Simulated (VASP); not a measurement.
Wanted: the native input for a VASP 6.6.1 run.

```yaml
Task: relaxation of shape and atoms at fixed volume
Functional: r2SCAN
Potentials_or_basis: VASP PAW PBE potentials, release 64 (W_sv, C)
Cutoff: 660 eV
k_mesh: 18 × 18 × 14
Occupations: gaussian, width 0.1 eV
Spin: no spin polarisation
Dipole_correction: no
Further_INCAR_settings: ALGO = Normal; EDIFF = 1e-07; IBRION = 2; EDIFFG = -0.01; NSW = 50; ISIF = 4
```

The system is WC.

```xyz
2
Lattice="3.0111 0.0000 0.0000 -1.5056 2.6077 0.0000 0.0000 0.0000 2.9179" Properties=species:S:1:pos:R:3 pbc="T T T"
W     0.0000    0.0000    0.0000
C     1.5056    0.8692    1.4589
```

These files were run (other wordings do the same):

POSCAR

```
WC
1.0
    3.0111378910      0.0000000000      0.0000000000
   -1.5055689455      2.6077219079      0.0000000000
    0.0000000000      0.0000000000      2.9178745828
W C
1 1
Direct
    0.0000000000      0.0000000000      0.0000000000
    0.6666666667      0.3333333333      0.5000000000
```

INCAR.step1

```
SYSTEM = WC
PREC     = Accurate       ! precision mode
ENCUT    = 660            ! plane-wave cutoff, eV
ISMEAR   = 0              ! smearing method
SIGMA    = 0.1            ! smearing width, eV
LREAL    = .FALSE.        ! projectors in reciprocal space
LASPH    = .TRUE.         ! aspherical terms in the spheres
NELM     = 120            ! most SCF steps
GGA      = PE             ! functional
ALGO     = Normal         ! electronic algorithm
EDIFF    = 1E-5           ! SCF threshold, eV
LWAVE    = .TRUE.         ! write WAVECAR
LCHARG   = .FALSE.        ! write CHGCAR
GGA_COMPAT= .FALSE.      
IBRION   = 2              ! ionic algorithm
ISIF     = 3              ! what is computed and relaxed
EDIFFG   = -0.005         ! ionic threshold
NELMIN   = 4            
NSW      = 100            ! ionic steps
```

INCAR.step2

```
SYSTEM = WC
PREC     = Accurate       ! precision mode
ENCUT    = 660            ! plane-wave cutoff, eV
EDIFF    = 1E-7           ! SCF threshold, eV
ISMEAR   = 0              ! smearing method
SIGMA    = 0.1            ! smearing width, eV
LREAL    = .FALSE.        ! projectors in reciprocal space
LASPH    = .TRUE.         ! aspherical terms in the spheres
NELM     = 120            ! most SCF steps
ALGO     = Normal         ! electronic algorithm
ISIF     = 4              ! what is computed and relaxed
LWAVE    = .FALSE.        ! write WAVECAR
LCHARG   = .FALSE.        ! write CHGCAR
METAGGA  = R2SCAN         ! meta-GGA
LMIXTAU  = .TRUE.       
IBRION   = 2              ! ionic algorithm
NSW      = 50             ! ionic steps
EDIFFG   = -0.01          ! ionic threshold
ISTART   = 1            
GGA_COMPAT= .FALSE.      
NELMIN   = 4
```

KPOINTS

```
Automatic mesh
0
G
  18 18 14
  0 0 0
```

Potentials or basis: VASP PAW PBE potentials, release 64 (W_sv, C).

Run with:

```bash
$ cat potpaw_PBE.64/W_sv/POTCAR potpaw_PBE.64/C/POTCAR > POTCAR
$ cp INCAR.step1 INCAR
$ mpirun -np 1 vasp_std > vasp.out
$ cp INCAR.step2 INCAR
$ mpirun -np 1 vasp_std > vasp.out
```

It gave:

The energy gained by relaxing is 0.1 meV/atom. The ionic steps are 3, the pressure after relaxing is -30.0 GPa and the band gap on the k mesh is zero (bands 9 and 10 overlap by 1.25 eV).

Caveat: the PAW data sets were made with another functional, which shifts forces and pressure a little; spin-orbit coupling is left out, which moves the levels of the heavy elements.

Run time: 34 min on 1 thread of Oxide Virtual Turin-like Processor, on a shared host, peak memory 0.24 GiB.
